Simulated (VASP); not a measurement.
# MgO (P6_3mc) in VASP: notebook

Runs on MgO. Level: PBEsol. Tasks: single point.

Program: VASP 6.6.1. These are calculated values, not measurements. Logs are shortened: lines on timing, memory, paths and dates and some standing lists are left out, and cuts for length are marked.

### Step 1. The cell of the first run

It takes space group P6_3mc (No. 186, hexagonal). The conventional cell has a = 3.261 Å, b = 3.261 Å, c = 5.152 Å, α = 90.00°, β = 90.00°, γ = 120.00°. Mg (site symmetry 3m) has 4 O at 1.90 to 2.29 Å within 2.5 Å. O (site symmetry 3m) has 4 Mg at 1.90 to 2.29 Å within 2.5 Å.

### Step 2. Single point, PBEsol (c/a of the conventional cell at fixed volume 1.5802)

Contents of INCAR:

```
SYSTEM = MgO
PREC     = Accurate       ! precision mode
ENCUT    = 520            ! plane-wave cutoff, eV
EDIFF    = 1E-6           ! SCF threshold, eV
ISMEAR   = 0              ! smearing method
SIGMA    = 0.05           ! smearing width, eV
LREAL    = .FALSE.        ! projectors in reciprocal space
LASPH    = .TRUE.         ! aspherical terms in the spheres
NELM     = 100            ! most SCF steps
ALGO     = Normal         ! electronic algorithm
ISIF     = 2              ! what is computed and relaxed
LWAVE    = .FALSE.        ! write WAVECAR
LCHARG   = .FALSE.        ! write CHGCAR
GGA      = PS             ! functional
NBANDS   = 16             ! bands
```

Contents of KPOINTS:

```
regular mesh
0
G
  9 9 6
  0 0 0
```

Contents of POSCAR:

```
MgO
1.0
    3.2605657016      0.0000000000      0.0000000000
   -1.6302828508      2.8237327283      0.0000000000
    0.0000000000      0.0000000000      5.1523459217
Mg O
2 2
Direct
    0.3333333333      0.6666666667     -0.0435585739
    0.6666666667      0.3333333333      0.4564414261
    0.3333333333      0.6666666667      0.4009416620
    0.6666666667      0.3333333333      0.9009416620
```

Potentials or basis: VASP PAW PBE potentials, release 64 (Mg, O).

Run with:

```
$ cat potpaw_PBE.64/Mg/POTCAR potpaw_PBE.64/O/POTCAR > POTCAR
$ mpirun -np 1 vasp_std > vasp.out
```

OUTCAR:

```text
SYSTEM = MgO
   PREC = Accurate
   ENCUT = 520
   EDIFF = 1E-6
   ISMEAR = 0
   LREAL = .FALSE.
   LASPH = .TRUE.
   NELM = 100
   ISIF = 2
   GGA = PS

 ion  position               nearest neighbor table
   1  0.333  0.667  0.956-   4 1.90   4 1.90   4 1.90   3 2.29   2 3.19   2 3.19   2 3.19   2 3.19
                             2 3.19   2 3.19
   2  0.667  0.333  0.456-   3 1.90   3 1.90   3 1.90   4 2.29   1 3.19   1 3.19   1 3.19   1 3.19
                             1 3.19   1 3.19
   3  0.333  0.667  0.401-   2 1.90   2 1.90   2 1.90   1 2.29
   4  0.667  0.333  0.901-   1 1.90   1 1.90   1 1.90   2 2.29

  LATTYP: Found a hexagonal cell.
 ALAT       =     3.2605657016
 C/A-ratio  =     1.5802000000

  Lattice vectors:

 A1 = (   3.2605657016,   0.0000000000,   0.0000000000)
 A2 = (  -1.6302828508,   2.8237327283,   0.0000000000)
 A3 = (   0.0000000000,   0.0000000000,   5.1523459217)

Analysis of symmetry for initial positions (statically):
=====================================================================
 Subroutine PRICEL returns:
 Original cell was already a primitive cell.

 Routine SETGRP: Setting up the symmetry group for a
 hexagonal supercell.

 Subroutine GETGRP returns: Found 12 space group operations
 (whereof  6 operations were pure point group operations)
 out of a pool of 24 trial point group operations.

The static configuration has the point symmetry C_3v.
 The point group associated with its full space group is C_6v.

Analysis of symmetry for dynamics (positions and initial velocities):
=====================================================================
 Subroutine PRICEL returns:
 Original cell was already a primitive cell.

 Routine SETGRP: Setting up the symmetry group for a
 hexagonal supercell.

 Subroutine GETGRP returns: Found 12 space group operations
 (whereof  6 operations were pure point group operations)
 out of a pool of 24 trial point group operations.

The dynamic configuration has the point symmetry C_3v.
 The point group associated with its full space group is C_6v.

 Subroutine INISYM returns: Found 12 space group operations
 (whereof  6 operations are pure point group operations),
 and found     1 'primitive' translations

----------------------------------------------------------------------------------------

                                     Primitive cell

  volume of cell :      47.4375

  direct lattice vectors                    reciprocal lattice vectors
     3.260565702  0.000000000  0.000000000     0.306695246  0.177070583  0.000000000
    -1.630282851  2.823732728  0.000000000     0.000000000  0.354141166  0.000000000
     0.000000000  0.000000000  5.152345922     0.000000000  0.000000000  0.194086347

  length of vectors
     3.260565702  3.260565702  5.152345922     0.354141166  0.354141166  0.194086347

  position of ions in fractional coordinates (direct lattice)
     0.333333333  0.666666667  0.956441426
     0.666666667  0.333333333  0.456441426
     0.333333333  0.666666667  0.400941662
     0.666666667  0.333333333  0.900941662

  ion indices of the primitive-cell ions
   primitive index   ion index
                 1           1
                 2           2
                 3           3
                 4           4

----------------------------------------------------------------------------------------

 KPOINTS: regular mesh

Automatic generation of k-mesh.
 Grid dimensions read from file:
 generate k-points for:    9    9    6

 Generating k-lattice:

  Cartesian coordinates                     Fractional coordinates (reciprocal lattice)
     0.034077250  0.019674509  0.000000000     0.111111111  0.000000000  0.000000000
     0.000000000  0.039349018  0.000000000     0.000000000  0.111111111  0.000000000
     0.000000000  0.000000000  0.032347725     0.000000000  0.000000000  0.166666667

  Length of vectors
     0.039349018  0.039349018  0.032347725

  Shift w.r.t. Gamma in fractional coordinates (k-lattice)
     0.000000000  0.000000000  0.000000000

 Subroutine IBZKPT returns following result:
 ===========================================

 Found     48 irreducible k-points:

 Following reciprocal coordinates:
            Coordinates               Weight
  0.000000  0.000000  0.000000      1.000000
  0.111111  0.000000  0.000000      6.000000
  0.222222  0.000000  0.000000      6.000000
  0.333333  0.000000  0.000000      6.000000
  0.444444  0.000000  0.000000      6.000000
  0.111111  0.111111  0.000000      6.000000
[... 16 lines left out ...]
  0.333333  0.222222  0.166667     24.000000
  0.333333  0.333333  0.166667      4.000000
 [... further k-points ...]
   k-points           NKPTS =     48   k-points in BZ     NKDIM =     48   number of bands    NBANDS=     16
   number of dos      NEDOS =    301   number of ions     NIONS =      4
   total plane-waves  NPLWV =  23040
   dimension x,y,z NGX =    24 NGY =   24 NGZ =   40
   dimension x,y,z NGXF=    48 NGYF=   48 NGZF=   80
   ions per type =               2   2
   NGX,Y,Z   is equivalent  to a cutoff of  12.24, 12.24, 12.91 a.u.
   NGXF,Y,Z  is equivalent  to a cutoff of  24.47, 24.47, 25.81 a.u.
 SYSTEM =  MgO
   PREC   = accura    normal or accurate (medium, high low for compatibility)
   ISTART =      0    job   : 0-new  1-cont  2-samecut
   ICHARG =      2    charge: 1-file 2-atom 10-const
   ISPIN  =      1    spin polarized calculation?
   LNONCOLLINEAR =      F non collinear calculations
   LSORBIT =      F    spin-orbit coupling
   LASPH  =      T    aspherical Exc in radial PAW
   ENCUT  =  520.0 eV  38.22 Ry    6.18 a.u.   6.06  6.06  9.58*2*pi/ulx,y,z
   NELM   =    100;   NELMIN=  2; NELMDL= -5     # of ELM steps
   EDIFF  = 0.1E-05   stopping-criterion for ELM
   LREAL  =      F    real-space projection
   EDIFFG = 0.1E-04   stopping-criterion for IOM
   NSW    =      0    number of steps for IOM
   IBRION =     -1    ionic relax: 0-MD 1-quasi-New 2-CG
   NFREE  =      0    steps in history (QN), initial steepest desc. (CG)
   ISIF   =      2    stress and relaxation
   ISYM   =      2    0-nonsym 1-usesym 2-fastsym
   POTIM  = 0.5000    time-step for ionic-motion
   TEBEG  =    0.0;   TEEND  =   0.0 temperature during run
   PSTRESS=    0.0 pullay stress
   NELECT =      16.0000    total number of electrons
   NUPDOWN=      -1.0000    fix difference up-down
   EMIN   =  10.00;   EMAX   =-10.00  energy-range for DOS
   EFERMI =   0.00;   METHOD = LEGACY
   ISMEAR =     0;   SIGMA  =   0.05  broadening in eV -4-tet -1-fermi 0-gaus
   EFERMI_NEDOS =   21; number of points for ismear=-14 and -15
   IALGO  =     38    algorithm
   IMIX   =      4    mixing-type and parameters
     AMIX     =   0.40;   BMIX     =  1.00
     AMIX_MAG =   1.60;   BMIX_MAG =  1.00
  volume/ion in A,a.u.               =      11.86        80.03
  Fermi-wavevector in a.u.,A,eV,Ry     =   1.139570  2.153475 17.668792  1.298620
  Thomas-Fermi vector in A             =   2.276273
   LORBIT       =      0    0 simple, 1 ext, 2 COOP (PROOUT), +10 PAW based schemes
   GGA     = PS    functional components
   LHFCALC =     F    Hartree Fock is set to
   AEXX    =    0.0000 exact exchange contribution
   IVDW    =     0    specifies the selected vdW correction
   LEPSILON=     F    determine dielectric tensor
   LRPA    =     F    only Hartree local field effects (RPA)
 non-spin polarized calculation
 Gauss-broadening in eV      SIGMA  =   0.05
  energy-cutoff  :      520.00
  volume of cell :       47.44
 maximum number of plane-waves:      1302
   NGX = 13   NGY = 13   NGZ = 19

 number of electron      16.0000014 magnetization

 Free energy of the ion-electron system (eV)
  ---------------------------------------------------
  ext. energy  EPLUGINS =         0.00000000
  ---------------------------------------------------
  free energy    TOTEN  =       -24.19324562 eV

  energy without entropy =      -24.19324562  energy(sigma->0) =      -24.19324562

 E-fermi :   1.5156     XC(G=0):  -9.9516

 val. band max:        1.2132488530   @ k =   0.0000   0.0000   0.0000
 cond. band min:       4.2667711344   @ k =   0.0000   0.0000   0.0000
 fundamental gap:      3.0535222813
 Fermi energy:         1.5156159372

 k-point     1 :       0.0000    0.0000    0.0000
  band No.  band energies     occupation
      1     -15.1985      2.00000
      2     -14.4639      2.00000
      3      -2.3354      2.00000
      4       0.1463      2.00000
      5       0.1463      2.00000
      6       0.4451      2.00000
[... 8 lines left out ...]
     15      17.4846      0.00000
     16      17.4846      0.00000

 k-point     2 :       0.1111    0.0000    0.0000
  band No.  band energies     occupation
      1     -15.1328      2.00000
      2     -14.4348      2.00000
      3      -2.2081      2.00000
      4      -0.1599      2.00000
      5       0.0762      2.00000
      6       0.0769      2.00000
[... 8 lines left out ...]
     15      16.7652      0.00000
     16      17.3336      0.00000

 k-point     3 :       0.2222    0.0000    0.0000
  band No.  band energies     occupation
      1     -14.9557      2.00000
      2     -14.3657      2.00000
      3      -1.8459      2.00000
      4      -0.9629      2.00000
      5      -0.4887      2.00000
      6      -0.0721      2.00000
[... 8 lines left out ...]
     15      15.8953      0.00000
     16      16.3802      0.00000

 k-point     4 :       0.3333    0.0000    0.0000
  band No.  band energies     occupation
      1     -14.7285      2.00000
      2     -14.3034      2.00000
      3      -1.7188      2.00000
      4      -1.3170      2.00000
      5      -0.9954      2.00000
      6      -0.2158      2.00000
[... 8 lines left out ...]
     15      15.2191      0.00000
     16      16.6965      0.00000

 k-point     5 :       0.4444    0.0000    0.0000
  band No.  band energies     occupation
      1     -14.5467      2.00000
      2     -14.2905      2.00000
      3      -2.1485      2.00000
      4      -1.3030      2.00000
      5      -0.7845      2.00000
      6      -0.3013      2.00000
[... 8 lines left out ...]
     15      14.8032      0.00000
     16      16.9778      0.00000

 k-point     6 :       0.1111    0.1111    0.0000
  band No.  band energies     occupation
      1     -15.0111      2.00000
      2     -14.3856      2.00000
      3      -1.9630      2.00000
      4      -0.6414      2.00000
      5      -0.4744      2.00000
      6       0.0717      2.00000
[... 8 lines left out ...]
     15      15.7550      0.00000
     16      16.6555      0.00000
[... 267 lines left out ...]
 k-point    21 :       0.4444    0.1111    0.1667
  band No.  band energies     occupation
      1     -14.4771      2.00000
      2     -14.3060      2.00000
      3      -2.1662      2.00000
      4      -1.4677      2.00000
      5      -0.6240      2.00000
      6      -0.2556      2.00000
[... 8 lines left out ...]
     15      14.4016      0.00000
     16      16.9988      0.00000

 k-point    22 :       0.2222    0.2222    0.1667
  band No.  band energies     occupation
      1     -14.5952      2.00000
      2     -14.3073      2.00000
      3      -1.7251      2.00000
      4      -1.5033      2.00000
      5      -0.5710      2.00000
      6      -0.4858      2.00000
[... 8 lines left out ...]
     15      13.9478      0.00000
     16      17.6041      0.00000

 k-point    23 :       0.3333    0.2222    0.1667
  band No.  band energies     occupation
      1     -14.4463      2.00000
      2     -14.3053      2.00000
      3      -1.9096      2.00000
      4      -1.3540      2.00000
      5      -0.8905      2.00000
      6      -0.3113      2.00000
[... 8 lines left out ...]
     15      13.9025      0.00000
     16      17.6172      0.00000

 k-point    24 :       0.3333    0.3333    0.1667
  band No.  band energies     occupation
      1     -14.3499      2.00000
      2     -14.3499      2.00000
      3      -1.7527      2.00000
      4      -1.1986      2.00000
      5      -1.1986      2.00000
      6      -0.5763      2.00000
[... 8 lines left out ...]
     15      13.8840      0.00000
     16      18.7116      0.00000

 [... further k-points ...]

------------------------ aborting loop because EDIFF is reached ----------------------------------------

  FORCE on cell =-STRESS in cart. coord.  units (eV):
  Direction    XX          YY          ZZ          XY          YZ          ZX
  --------------------------------------------------------------------------------------
  -------------------------------------------------------------------------------------
  Total        3.0722845      3.0722845     -3.2161544      0.0000000      0.0000000      0.0000000
  in kB      103.7648967    103.7648967   -108.6240304      0.0000000      0.0000000      0.0000000
  external PRESSURE =      32.9685876 kB  Pullay stress =       0.0000000 kB

 VOLUME and BASIS-vectors are now :
 -----------------------------------------------------------------------------
  energy-cutoff  :      520.00
  volume of cell :       47.44
      direct lattice vectors                 reciprocal lattice vectors
     3.260565702  0.000000000  0.000000000     0.306695246  0.177070583  0.000000000
    -1.630282851  2.823732728  0.000000000     0.000000000  0.354141166  0.000000000
     0.000000000  0.000000000  5.152345922     0.000000000  0.000000000  0.194086347

 POSITION                                       TOTAL-FORCE (eV/Angst)
 -----------------------------------------------------------------------------------
     -0.00000      1.88249      4.92792        -0.000000      0.000000      0.747741
      1.63028      0.94124      2.35174         0.000000      0.000000      0.747741
     -0.00000      1.88249      2.06579         0.000000     -0.000000     -0.747741
      1.63028      0.94124      4.64196        -0.000000      0.000000     -0.747741
 -----------------------------------------------------------------------------------
    total drift:                               -0.000000      0.000000     -0.000560

  FREE ENERGIE OF THE ION-ELECTRON SYSTEM (eV)
  ---------------------------------------------------
  free  energy   TOTEN  =       -24.1932456184 eV

  energy  without entropy=      -24.1932456184  energy(sigma->0) =      -24.19324562
```

Run time: 18 s. Hardware: 1 thread of Intel Xeon 6975P-C (Granite Rapids), shared host; peak memory 0.17 GiB.

Results:

```yaml
Free_energy: -24.1932 eV
Pressure: 3.3 GPa
Largest_force: 0.748 eV/Å
Band_gap_on_the_k_mesh: 3.05 eV, direct
```

Forces on the atoms (eV/Å):
```
Mg   0.000  0.000  0.748
Mg   0.000  0.000  0.748
O    0.000  0.000 -0.748
O    0.000  0.000 -0.748
```

Caveat: the PAW data sets were made with another functional, which shifts forces and pressure a little. A k mesh can miss the band edges.

### Step 3. Single point, PBEsol (c/a of the conventional cell at fixed volume 1.5194)

Contents of INCAR:

```
ALGO = Normal
EDIFF = 1E-6
ENCUT = 520
GGA = PS
ISIF = 2
ISMEAR = 0
LASPH = True
LCHARG = False
LREAL = False
LWAVE = False
NBANDS = 16
NELM = 100
PREC = Accurate
SIGMA = 0.05
```

Contents of KPOINTS:

```
k-points
0
Gamma
  9 9 6
```

Contents of POSCAR:

```
MgO
1.0
    3.3034678116      0.0000000000      0.0000000000
   -1.6517339058      2.8608870454      0.0000000000
    0.0000000000      0.0000000000      5.0193879762
Mg O
2 2
Direct
    0.3333333333      0.6666666667     -0.0199501180
    0.6666666667      0.3333333333      0.4800498820
    0.3333333333      0.6666666667      0.4009416620
    0.6666666667      0.3333333333      0.9009416620
```

Potentials or basis: VASP PAW PBE potentials, release 64 (Mg, O).

Run with:

```
$ cat potpaw_PBE.64/Mg/POTCAR potpaw_PBE.64/O/POTCAR > POTCAR
$ mpirun -np 1 vasp_std > vasp.out
```

Wall time 18 s (1 thread of Intel Xeon 6975P-C (Granite Rapids), shared host); peak memory 0.19 GiB.

Results (log left out):

```yaml
Free_energy: -24.4788 eV
Pressure: -0.3 GPa
Largest_force: 0.517 eV/Å
Band_gap_on_the_k_mesh: 3.18 eV, direct
```

Forces in eV/Å, atoms in the order of the input:
```
Mg   0.000  0.000  0.517
Mg   0.000  0.000  0.517
O    0.000  0.000 -0.517
O    0.000  0.000 -0.517
```

Stress tensor (GPa, compression positive):
```
 3.01  0.00  0.00
 0.00  3.01  0.00
 0.00  0.00 -6.89
```

Levels at points of the mesh, in eV from the valence-band top:
| k point | band 4 | band 5 | band 6 | band 7 | band 8 | band 9 | band 10 | band 11 | band 12 | band 13 |
| --- | --- | --- | --- | --- | --- | --- | --- | --- | --- | --- |
| (0.00, 0.00, 0.00) | -0.97 | -0.97 | -0.62 | -0.62 | 0.00 | 3.18 | 8.42 | 10.01 | 13.92 | 13.92 |
| (0.00, 0.00, 0.50) | -2.15 | -0.80 | -0.80 | -0.80 | -0.80 | 5.79 | 5.79 | 12.84 | 12.84 | 14.38 |

Caveat: the PAW data sets were made with another functional, which shifts forces and pressure a little.
